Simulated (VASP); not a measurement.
A run of VASP 6.6.1 is set up as follows.

Contents of INCAR:

```
SYSTEM = Sc3Al
ALGO = Fast
EDIFF = 1E-6
ENCUT = 520
GGA = PS
ISIF = 2
ISMEAR = 0
LASPH = .True.
LCHARG = .False.
LREAL = .False.
LWAVE = .False.
NBANDS = 46
NELM = 80
PREC = Accurate
SIGMA = 0.1
```

Contents of KPOINTS:

```
k-points
0
Gamma
  6 6 8
  0 0 0
```

The input POSCAR:

```
Sc3Al
1.0
    6.2984769407      0.0000000000      0.0000000000
   -3.1492384704      5.4546410358      0.0000000000
    0.0000000000      0.0000000000      5.0272863427
Sc Al
6 2
Direct
    0.8281198148      0.1718801852      0.7500000000
    0.3437603704      0.1718801852      0.7500000000
    0.8281198148      0.6562396296      0.7500000000
    0.1718801852      0.8281198148      0.2500000000
    0.6562396296      0.8281198148      0.2500000000
    0.1718801852      0.3437603704      0.2500000000
    0.6666666667      0.3333333333      0.2500000000
    0.3333333333      0.6666666667      0.7500000000
```

Potentials or basis: VASP PAW PBE potentials, release 64 (Sc_sv, Al).

The run is started by

```bash
$ cat potpaw_PBE.64/Sc_sv/POTCAR potpaw_PBE.64/Al/POTCAR > POTCAR
$ mpirun -np 1 vasp_std > vasp.out
```

(1) Predict the band gap on the k mesh.

(2) Estimate the pressure.

Results:

(1) zero (bands 36 and 37 overlap by 0.64 eV).

(2) -1.8 GPa.

Caveat: the PAW data sets were made with another functional, which shifts forces and pressure a little.
